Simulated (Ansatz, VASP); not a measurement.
## MgO in VASP and in Ansatz

```xyz
10
Lattice="3.2427 0.0000 0.0000 -1.6213 2.8082 0.0000 0.0000 0.0000 13.0344" Properties=species:S:1:pos:R:3 pbc="T T T"
Mg    0.0000    0.0000    0.0089
Mg    0.0000    1.8722    2.5904
Mg    0.0000    0.0000    5.1795
Mg    1.6213    0.9361    7.8034
Mg    0.0000    1.8722   10.4270
O     0.0000    0.0000    1.9771
O     0.0000    1.8722    4.5590
O     0.0000    0.0000    7.1658
O     1.6213    0.9361    9.7896
O     0.0000    1.8722   12.4128
```

Alike in both runs: functional r2SCAN; k mesh 9 × 9 × 2; occupations gaussian, width 0.02 eV; no spin polarisation.

Ansatz relaxed the structure, and its values are those at the end. VASP's run is a single point on that final structure, the one shown.

|  | VASP | Ansatz |
| --- | --- | --- |
| version | VASP 6.6.1 | Ansatz 0.2.0 |
| potentials or method | VASP PAW PBE potentials, release 64 (Mg, O), cutoff 520 eV | scalar-relativistic, plane waves, PAW |
| valence electrons in the cell | 40 | 80 |

VASP gave:

```
gap on the k mesh at the Fermi level (eV) : 4.29
least direct gap on the mesh (eV)         : 4.29
pressure (GPa)                            : -0.6
```

**Question.** Estimate Ansatz's values.

**Answer.** gap on the k mesh at the Fermi level (eV): 4.30; least direct gap on the mesh (eV): 4.30; pressure (GPa): 0.0.

VASP's potentials were made for PBE, not for r2SCAN. VASP's potentials hold 40 valence electrons a cell and Ansatz's 80, so a difference there can come from the potentials and not from the codes.
